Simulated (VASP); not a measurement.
# SnTe (F-43m) in VASP: further runs

Aim: see how the results for SnTe move with the level of theory and the settings. Levels: LDA, PBEsol, r2SCAN. Tasks: single point.

Program: VASP 6.6.1. These are calculated values, not measurements. Logs are shortened: lines on timing, memory, paths and dates and some standing lists are left out, and cuts for length are marked.

## 1. The cell of the first run

The structure is cubic, space group F-43m (No. 216). Conventional cell: a = 7.317 Å, b = 7.317 Å, c = 7.317 Å, α = 90.00°, β = 90.00°, γ = 90.00°. Within 4.2 Å of Te (site symmetry -43m) lie 4 Sn at 3.17 Å. Within 4.2 Å of Sn (site symmetry -43m) lie 4 Te at 3.17 Å.

## 2. Single point, LDA

File INCAR:

```
SYSTEM = SnTe
PREC = Accurate
ENCUT = 520
EDIFF = 1E-6
ISMEAR = -1
SIGMA = 0.05
LREAL = .FALSE.
LASPH = .TRUE.
NELM = 100
ALGO = Normal
ISIF = 2
LWAVE = .FALSE.
LCHARG = .FALSE.
NBANDS = 17
```

File KPOINTS:

```
Automatic mesh
0
G
  7 7 7
  0 0 0
```

File POSCAR:

```
SnTe
1.0
    0.0000000000      3.6586665285      3.6586665285
    3.6586665285      0.0000000000      3.6586665285
    3.6586665285      3.6586665285      0.0000000000
Te Sn
1 1
Direct
    0.2500000000      0.2500000000      0.2500000000
    0.0000000000      0.0000000000      0.0000000000
```

Potentials or basis: VASP PAW LDA potentials, release 64 (Te, Sn_d).

Command:

```console
$ cat potpaw_LDA.64/Te/POTCAR potpaw_LDA.64/Sn_d/POTCAR > POTCAR
$ mpirun -np 1 vasp_std > vasp.out
```

OUTCAR:

```text
SYSTEM = SnTe
   PREC = Accurate
   ENCUT = 520
   EDIFF = 1E-6
   ISMEAR = -1
   LREAL = .FALSE.
   LASPH = .TRUE.
   NELM = 100
   ISIF = 2

 ion  position               nearest neighbor table
   1  0.250  0.250  0.250-   2 3.17   2 3.17   2 3.17   2 3.17
   2  0.000  0.000  0.000-   1 3.17   1 3.17   1 3.17   1 3.17

  LATTYP: Found a face centered cubic cell.
 ALAT       =     7.3173330570

  Lattice vectors:

 A1 = (   0.0000000000,   3.6586665285,   3.6586665285)
 A2 = (   3.6586665285,   0.0000000000,   3.6586665285)
 A3 = (   3.6586665285,   3.6586665285,   0.0000000000)

Analysis of symmetry for initial positions (statically):
=====================================================================
 Subroutine PRICEL returns:
 Original cell was already a primitive cell.

 Routine SETGRP: Setting up the symmetry group for a
 face centered cubic supercell.

 Subroutine GETGRP returns: Found 24 space group operations
 (whereof 24 operations were pure point group operations)
 out of a pool of 48 trial point group operations.

The static configuration has the point symmetry T_d .

Analysis of symmetry for dynamics (positions and initial velocities):
=====================================================================
 Subroutine PRICEL returns:
 Original cell was already a primitive cell.

 Routine SETGRP: Setting up the symmetry group for a
 face centered cubic supercell.

 Subroutine GETGRP returns: Found 24 space group operations
 (whereof 24 operations were pure point group operations)
 out of a pool of 48 trial point group operations.

The dynamic configuration has the point symmetry T_d .

 Subroutine INISYM returns: Found 24 space group operations
 (whereof 24 operations are pure point group operations),
 and found     1 'primitive' translations

----------------------------------------------------------------------------------------

                                     Primitive cell

  volume of cell :      97.9487

  direct lattice vectors                    reciprocal lattice vectors
     0.000000000  3.658666528  3.658666528    -0.136661813  0.136661813  0.136661813
     3.658666528  0.000000000  3.658666528     0.136661813 -0.136661813  0.136661813
     3.658666528  3.658666528  0.000000000     0.136661813  0.136661813 -0.136661813

  length of vectors
[... 72 lines left out ...]
   LNONCOLLINEAR =      F non collinear calculations
   LSORBIT =      F    spin-orbit coupling
   LASPH  =      T    aspherical Exc in radial PAW
   ENCUT  =  520.0 eV  38.22 Ry    6.18 a.u.   9.62  9.62  9.62*2*pi/ulx,y,z
   NELM   =    100;   NELMIN=  2; NELMDL= -5     # of ELM steps
   EDIFF  = 0.1E-05   stopping-criterion for ELM
   LREAL  =      F    real-space projection
   EDIFFG = 0.1E-04   stopping-criterion for IOM
   NSW    =      0    number of steps for IOM
   IBRION =     -1    ionic relax: 0-MD 1-quasi-New 2-CG
   NFREE  =      0    steps in history (QN), initial steepest desc. (CG)
   ISIF   =      2    stress and relaxation
   ISYM   =      2    0-nonsym 1-usesym 2-fastsym
   POTIM  = 0.5000    time-step for ionic-motion
   TEBEG  =    0.0;   TEEND  =   0.0 temperature during run
   PSTRESS=    0.0 pullay stress
   NELECT =      20.0000    total number of electrons
   NUPDOWN=      -1.0000    fix difference up-down
   EMIN   =  10.00;   EMAX   =-10.00  energy-range for DOS
   EFERMI =   0.00;   METHOD = LEGACY
   ISMEAR =    -1;   SIGMA  =   0.05  broadening in eV -4-tet -1-fermi 0-gaus
   EFERMI_NEDOS =   21; number of points for ismear=-14 and -15
   IALGO  =     38    algorithm
   IMIX   =      4    mixing-type and parameters
     AMIX     =   0.40;   BMIX     =  1.00
     AMIX_MAG =   1.60;   BMIX_MAG =  1.00
  volume/ion in A,a.u.               =      48.97       330.50
  Fermi-wavevector in a.u.,A,eV,Ry     =   0.964018  1.821731 12.644323  0.929332
  Thomas-Fermi vector in A             =   2.093614
   LORBIT       =      0    0 simple, 1 ext, 2 COOP (PROOUT), +10 PAW based schemes
   GGA     = CA    functional components
   LHFCALC =     F    Hartree Fock is set to
   AEXX    =    0.0000 exact exchange contribution
   IVDW    =     0    specifies the selected vdW correction
   LEPSILON=     F    determine dielectric tensor
   LRPA    =     F    only Hartree local field effects (RPA)
 non-spin polarized calculation
  energy-cutoff  :      520.00
  volume of cell :       97.95
 maximum number of plane-waves:      2685
   NGX = 19   NGY = 19   NGZ = 19

 number of electron      19.9999994 magnetization

 Free energy of the ion-electron system (eV)
  ---------------------------------------------------
  ext. energy  EPLUGINS =         0.00000000
  ---------------------------------------------------
  free energy    TOTEN  =        -7.93621341 eV

  energy without entropy =       -7.93503993  energy(sigma->0) =       -7.93562667

 E-fermi :   2.5620     XC(G=0):  -7.6560

 val. band max:        2.3574989085   @ k =  -0.2857   0.4286   0.1429
 cond. band min:       2.6919804186   @ k =   0.4286   0.4286   0.0000
 fundamental gap:      0.3344815101
 Fermi energy:         2.5619947055

 k-point     1 :       0.0000    0.0000    0.0000
  band No.  band energies     occupation
      1     -19.1150      2.00000
      2     -19.1150      2.00000
      3     -19.1150      2.00000
      4     -19.1068      2.00000
      5     -19.1068      2.00000
      6      -8.7744      2.00000
[... 377 lines left out ...]
      4     -19.1070      2.00000
      5     -19.1064      2.00000
      6      -8.1016      2.00000
[... 9 lines left out ...]
     16       9.7757      0.00000
     17      11.0870      0.00000

------------------------ aborting loop because EDIFF is reached ----------------------------------------

  FORCE on cell =-STRESS in cart. coord.  units (eV):
  Direction    XX          YY          ZZ          XY          YZ          ZX
  --------------------------------------------------------------------------------------
  -------------------------------------------------------------------------------------
  Total       -1.7707664     -1.7707664     -1.7707664     -0.0000000     -0.0000000     -0.0000000
  in kB      -28.9649899    -28.9649899    -28.9649899     -0.0000000     -0.0000000     -0.0000000
  external PRESSURE =     -28.9649899 kB  Pullay stress =       0.0000000 kB

 VOLUME and BASIS-vectors are now :
 -----------------------------------------------------------------------------
  energy-cutoff  :      520.00
  volume of cell :       97.95
      direct lattice vectors                 reciprocal lattice vectors
     0.000000000  3.658666528  3.658666528    -0.136661813  0.136661813  0.136661813
     3.658666528  0.000000000  3.658666528     0.136661813 -0.136661813  0.136661813
     3.658666528  3.658666528  0.000000000     0.136661813  0.136661813 -0.136661813

 POSITION                                       TOTAL-FORCE (eV/Angst)
 -----------------------------------------------------------------------------------
      1.82933      1.82933      1.82933         0.000000      0.000000      0.000000
      0.00000      0.00000      0.00000        -0.000000     -0.000000     -0.000000
 -----------------------------------------------------------------------------------
    total drift:                               -0.000000     -0.000000     -0.000000

  FREE ENERGIE OF THE ION-ELECTRON SYSTEM (eV)
  ---------------------------------------------------
  free  energy   TOTEN  =        -7.9362134120 eV

  energy  without entropy=       -7.9350399287  energy(sigma->0) =       -7.93562667
```

OSZICAR:

```text
N       E                     dE             d eps       ncg     rms          rms(c)
DAV:   1     0.121616591368E+03    0.12162E+03   -0.91820E+03   680   0.115E+03
DAV:   2     0.435853521512E+01   -0.11726E+03   -0.11440E+03   722   0.282E+02
DAV:   3    -0.769720000615E+01   -0.12056E+02   -0.11997E+02   791   0.892E+01
DAV:   4    -0.809658663721E+01   -0.39939E+00   -0.39912E+00   818   0.174E+01
DAV:   5    -0.811452583988E+01   -0.17939E-01   -0.17939E-01   989   0.349E+00    0.390E+00
DAV:   6    -0.794603392664E+01    0.16849E+00   -0.45887E-01   883   0.314E+00    0.258E+00
DAV:   7    -0.793830517335E+01    0.77288E-02   -0.68750E-02   731   0.988E-01    0.106E+00
DAV:   8    -0.793628940208E+01    0.20158E-02   -0.78139E-03   832   0.619E-01    0.206E-01
DAV:   9    -0.793615243577E+01    0.13697E-03   -0.21070E-03   858   0.246E-01    0.524E-02
DAV:  10    -0.793618411259E+01   -0.31677E-04   -0.24365E-04   767   0.750E-02    0.293E-02
DAV:  11    -0.793621318385E+01   -0.29071E-04   -0.35185E-05   717   0.315E-02    0.134E-02
DAV:  12    -0.793621341201E+01   -0.22816E-06   -0.31708E-06   792   0.121E-02
   1 F= -.79362134E+01 E0= -.79356267E+01  d E =-.117348E-02
```

Wall time 18 s (1 thread of AMD EPYC 9R45 (Zen 5), shared host); peak memory 0.18 GiB.

What came out:

| Property | Result |
| --- | --- |
| Free energy | -7.9362 eV |
| Pressure | -2.9 GPa |
| Band gap on the k mesh | 0.33 eV (least direct gap 0.79 eV) |

Levels at points of the mesh, in eV from the valence-band top:
| k point | band 8 | band 9 | band 10 | band 11 | band 12 | band 13 |
| --- | --- | --- | --- | --- | --- | --- |
| (0.00, 0.00, 0.00) | -1.58 | -1.58 | -1.58 | 1.23 | 1.23 | 1.23 |

Caveat: spin-orbit coupling is left out, which moves the levels of the heavy elements; an odd mesh through Γ misses points on the zone boundary, where band edges can lie.

## 3. Single point, PBEsol

This run uses another cell than the first one, of 48.03 Å³/atom.

File INCAR:

```
SYSTEM = SnTe
PREC = Accurate
ENCUT = 520
EDIFF = 1E-6
ISMEAR = -1
SIGMA = 0.05
LREAL = .False.
LASPH = .True.
NELM = 100
ALGO = Normal
ISIF = 2
LWAVE = .False.
LCHARG = .False.
GGA = PS
NBANDS = 17
```

File KPOINTS:

```
Automatic mesh
0
Gamma
  7 7 7
  0 0 0
```

File POSCAR:

```
SnTe
1.0
    0.0000000000      3.6350615711      3.6350615711
    3.6350615711      0.0000000000      3.6350615711
    3.6350615711      3.6350615711      0.0000000000
Te Sn
1 1
Direct
    0.2500000000      0.2500000000      0.2500000000
    0.0000000000      0.0000000000      0.0000000000
```

Potentials or basis: VASP PAW PBE potentials, release 64 (Te, Sn_d).

Command:

```console
$ cat potpaw_PBE.64/Te/POTCAR potpaw_PBE.64/Sn_d/POTCAR > POTCAR
$ mpirun -np 1 vasp_std > vasp.out
```

It took 20 s on 1 thread of AMD EPYC 9R45 (Zen 5), shared host; peak memory 0.21 GiB.

It converged, with:

```
Free energy            : -7.5844 eV
Pressure               : -1.8 GPa
Band gap on the k mesh : 0.33 eV (least direct gap 0.81 eV)
```

Levels at points of the mesh, in eV from the valence-band top:
```csv
k point,band 8,band 9,band 10,band 11,band 12,band 13
"(0.00, 0.00, 0.00)",-1.67,-1.67,-1.67,1.21,1.21,1.21
```

Caveat: the PAW data sets were made with another functional, which shifts forces and pressure a little; spin-orbit coupling is left out, which moves the levels of the heavy elements; an odd mesh through Γ misses points on the zone boundary, where band edges can lie.

## 4. Single point, LDA

This run uses another cell than the first one, of 49.92 Å³/atom.

File INCAR:

```
SYSTEM = SnTe
  ALGO = Normal
  EDIFF = 1E-6
  ENCUT = 520
  GGA = CA
  ISIF = 2
  ISMEAR = -1
  LASPH = .TRUE.
  LCHARG = .FALSE.
  LREAL = .FALSE.
  LWAVE = .FALSE.
  NBANDS = 17
  NELM = 80
  PREC = Accurate
  SIGMA = 0.05
```

File KPOINTS:

```
k-points
0
G
  7 7 7
  0 0 0
```

File POSCAR:

```
SnTe
1.0
    0.0000000000      3.6819707652      3.6819707652
    3.6819707652      0.0000000000      3.6819707652
    3.6819707652      3.6819707652      0.0000000000
Te Sn
1 1
Direct
    0.2500000000      0.2500000000      0.2500000000
    0.0000000000      0.0000000000      0.0000000000
```

Potentials or basis: VASP PAW LDA potentials, release 64 (Te, Sn_d).

Command:

```console
$ cat potpaw_LDA.64/Te/POTCAR potpaw_LDA.64/Sn_d/POTCAR > POTCAR
$ mpirun -np 1 vasp_std > vasp.out
```

Run time: 18 s. Hardware: 1 thread of AMD EPYC 9R45 (Zen 5), shared host; peak memory 0.17 GiB.

It converged, with:

```yaml
Free_energy: -7.9006 eV
Pressure: -3.2 GPa
Band_gap_on_the_k_mesh: 0.37 eV (least direct gap 0.81 eV)
```

Levels at points of the mesh, in eV from the valence-band top:
```
           k point  band 8  band 9  band 10  band 11  band 12  band 13
(0.00, 0.00, 0.00)   -1.53   -1.53    -1.53     1.25     1.25     1.25
```

Caveat: the cell stands under tension; spin-orbit coupling is left out, which moves the levels of the heavy elements; an odd mesh through Γ misses points on the zone boundary, where band edges can lie.

## 5. Single point, r2SCAN

This run uses another cell than the first one, of 44.27 Å³/atom.

File POSCAR:

```
SnTe
1.0
    0.0000000000      3.5374284581      3.5374284581
    3.5374284581      0.0000000000      3.5374284581
    3.5374284581      3.5374284581      0.0000000000
Te Sn
1 1
Direct
    0.2500000000      0.2500000000      0.2500000000
    0.0000000000      0.0000000000      0.0000000000
```

File INCAR.step1:

```
SYSTEM = SnTe
PREC = Accurate
ENCUT = 520
ISMEAR = -1
SIGMA = 0.05
LREAL = .False.
LASPH = .True.
NELM = 80
NBANDS = 17
GGA = PE
ALGO = Normal
EDIFF = 1E-4
LWAVE = .True.
LCHARG = .False.
```

File INCAR.step2:

```
SYSTEM = SnTe
PREC = Accurate
ENCUT = 520
EDIFF = 1E-7
ISMEAR = -1
SIGMA = 0.05
LREAL = .False.
LASPH = .True.
NELM = 80
ALGO = Normal
ISIF = 2
LWAVE = .False.
LCHARG = .True.
METAGGA = R2SCAN
LMIXTAU = .True.
LELF = .True.
LVHAR = .True.
NBANDS = 17
ISTART = 1
```

File KPOINTS:

```
Automatic mesh
0
Gamma
  7 7 7
  0 0 0
```

Potentials or basis: VASP PAW PBE potentials, release 64 (Te, Sn_d).

Command:

```console
$ cat potpaw_PBE.64/Te/POTCAR potpaw_PBE.64/Sn_d/POTCAR > POTCAR
$ cp INCAR.step1 INCAR
$ mpirun -np 1 vasp_std > vasp.out
$ cp INCAR.step2 INCAR
$ mpirun -np 1 vasp_std > vasp.out
```

It took 94 s on 1 thread of AMD EPYC 9R45 (Zen 5), shared host; peak memory 0.23 GiB.

Results (log left out):

```yaml
Free_energy: -50.0558 eV
Pressure: 1.1 GPa
Band_gap_on_the_k_mesh: 0.24 eV (least direct gap 0.85 eV)
```

Levels at points of the mesh, in eV from the valence-band top:
```tsv
k point	band 7	band 8	band 9	band 10	band 11	band 12	band 13	band 14
(0.00, 0.00, 0.00)	-4.89	-2.15	-2.15	-2.15	1.16	1.16	1.16	4.42
```

Caveat: the PAW data sets were made with another functional, which shifts forces and pressure a little; spin-orbit coupling is left out, which moves the levels of the heavy elements; an odd mesh through Γ misses points on the zone boundary, where band edges can lie.

## 6. Single point, r2SCAN

This run uses another cell than the first one, of 45.21 Å³/atom.

File POSCAR:

```
SnTe
1.0
    0.0000000000      3.5623407469      3.5623407469
    3.5623407469      0.0000000000      3.5623407469
    3.5623407469      3.5623407469      0.0000000000
Te Sn
1 1
Direct
    0.2500000000      0.2500000000      0.2500000000
    0.0000000000      0.0000000000      0.0000000000
```

File INCAR.step1:

```
ALGO = Normal ; EDIFF = 1E-4
ENCUT = 520 ; GGA = PE
ISMEAR = -1 ; LASPH = True
LCHARG = False ; LREAL = False
LWAVE = True ; NBANDS = 17
NELM = 60 ; PREC = Accurate
SIGMA = 0.05
```

File INCAR.step2:

```
ALGO = Normal ; EDIFF = 1E-6
ENCUT = 520 ; ISIF = 2
ISMEAR = -1 ; ISTART = 1
LASPH = True ; LCHARG = False
LMIXTAU = True ; LREAL = False
LWAVE = False ; METAGGA = R2SCAN
NBANDS = 17 ; NELM = 60
PREC = Accurate ; SIGMA = 0.05
```

File KPOINTS:

```
k-points
0
Gamma
  7 7 7
```

Potentials or basis: VASP PAW PBE potentials, release 64 (Te, Sn_d).

Command:

```console
$ cat potpaw_PBE.64/Te/POTCAR potpaw_PBE.64/Sn_d/POTCAR > POTCAR
$ cp INCAR.step1 INCAR
$ mpirun -np 1 vasp_std > vasp.out
$ cp INCAR.step2 INCAR
$ mpirun -np 1 vasp_std > vasp.out
```

Wall time 81 s (1 thread of AMD EPYC 9R45 (Zen 5), shared host); peak memory 0.23 GiB.

It converged, with:

```
Free energy            : -50.0654 eV
Pressure               : 0.5 GPa
Band gap on the k mesh : 0.30 eV (least direct gap 0.88 eV)
```

Levels at points of the mesh, in eV from the valence-band top:
```
           k point  band 8  band 9  band 10  band 11  band 12  band 13
(0.00, 0.00, 0.00)   -2.08   -2.08    -2.08     1.20     1.20     1.20
```

Caveat: the PAW data sets were made with another functional, which shifts forces and pressure a little; spin-orbit coupling is left out, which moves the levels of the heavy elements; an odd mesh through Γ misses points on the zone boundary, where band edges can lie.

## 7. Overview

| level | potentials or basis | cell | gap on the mesh (eV) | pressure (GPa) |
| --- | --- | --- | --- | --- |
| LDA | VASP PAW LDA potentials, release 64 (Te, Sn_d) | a = 5.174 Å, angles 60.0°, 2 atoms | 0.33 | -2.9 |
| PBEsol | VASP PAW PBE potentials, release 64 (Te, Sn_d) | a = 5.141 Å, angles 60.0°, 2 atoms | 0.33 | -1.8 |
| LDA | VASP PAW LDA potentials, release 64 (Te, Sn_d) | a = 5.207 Å, angles 60.0°, 2 atoms | 0.37 | -3.2 |
| r2SCAN | VASP PAW PBE potentials, release 64 (Te, Sn_d) | a = 5.003 Å, angles 60.0°, 2 atoms | 0.24 | 1.1 |
| r2SCAN | VASP PAW PBE potentials, release 64 (Te, Sn_d) | a = 5.038 Å, angles 60.0°, 2 atoms | 0.30 | 0.5 |

Alike in all rows: task single point; no spin polarisation; k mesh 7 × 7 × 7; cutoff (eV) 520; smearing fermi-dirac 0.05 eV.

Caveats: spin-orbit coupling is left out, which moves the levels of the heavy elements; an odd mesh through Γ misses points on the zone boundary, where band edges can lie; the PAW data sets were made with another functional, which shifts forces and pressure a little (at least some runs); the cell stands under tension (at least some runs).

Total energies depend on the potentials used, so only differences within one code and one set of settings carry meaning.
